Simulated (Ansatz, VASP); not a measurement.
**GaN in VASP and in Ansatz**

POSCAR

```
GaN
1.0
    0.0000000000      2.2489525487      2.2489525487
    2.2489525487      0.0000000000      2.2489525487
    2.2489525487      2.2489525487      0.0000000000
Ga N
1 1
Direct
    0.0000000000      0.0000000000      0.0000000000
    0.2500000000      0.2500000000      0.2500000000
```

File INCAR.step1:

```
SYSTEM = GaN
PREC = Accurate
ENCUT = 520
EDIFF = 1E-5
ISMEAR = 0
SIGMA = 0.01
LREAL = .FALSE.
LASPH = .TRUE.
NELM = 80
ALGO = Normal
ISIF = 2
LWAVE = .TRUE.
NBANDS = 16
GGA = PE
```

INCAR.step2

```
SYSTEM = GaN
PREC = Accurate
ENCUT = 520
EDIFF = 1E-6
ISMEAR = 0
SIGMA = 0.01
LREAL = .FALSE.
LASPH = .TRUE.
NELM = 80
ALGO = Normal
ISIF = 2
LWAVE = .FALSE.
LCHARG = .TRUE.
GGA = PE
LHFCALC = .TRUE.
HFSCREEN = 0.2079
PRECFOCK = Normal
LELF = .TRUE.
LVHAR = .TRUE.
NBANDS = 16
ISTART = 1
```

Contents of KPOINTS:

```
regular mesh
0
G
  6 6 6
  0 0 0
```

Input for Ansatz:

```yaml
crystal:
  lattice:
    - [0.0, 2.2489525487, 2.2489525487]
    - [2.2489525487, 0.0, 2.2489525487]
    - [2.2489525487, 2.2489525487, 0.0]
  atoms:
    - { symbol: Ga, position: [0.0, 0.0, 0.0] }
    - { symbol: "N", position: [0.25, 0.25, 0.25] }
kpoints:
  mp_grid: { grid: [6, 6, 6] }
  band_path:
    path:
      - [0.0, 0.0, 0.0]
      - [-0.5, -0.5, 0.0]
      - [-0.375, -0.375, 0.25]
      - [-0.375, 0.0, 0.375]
      - [0.0, 0.0, 0.5]
      - [-0.5, -0.25, 0.25]
    npoints: 1
hamiltonian:
  xc: hse06
scf:
  occupations: { method: fixed }
  n_extra_bands: 4
output:
  forces: true
  stress: true
  eigenvalues: true
```

Alike in both runs: task single point; functional HSE06; k mesh 6 × 6 × 6; no spin polarisation.

```csv
,VASP,Ansatz
version,VASP 6.6.1,Ansatz 0.2.0
potentials or method,"VASP PAW PBE potentials, release 64 (Ga_d, N)","plane waves, PAW"
plane-wave cutoff (eV),520,420
occupations,"gaussian, width 0.01 eV",fixed
valence electrons in the cell,18,18
```

|  | VASP | Ansatz | Ansatz less VASP |
| --- | --- | --- | --- |
| gap on the k mesh at the Fermi level (eV) | 3.02 | 3.01 | -0.017 |
| pressure (GPa) | -0.1 | 0.0 | +0.05 |

Ansatz's warnings: stress exchange threshold loose, stress scf threshold loose.
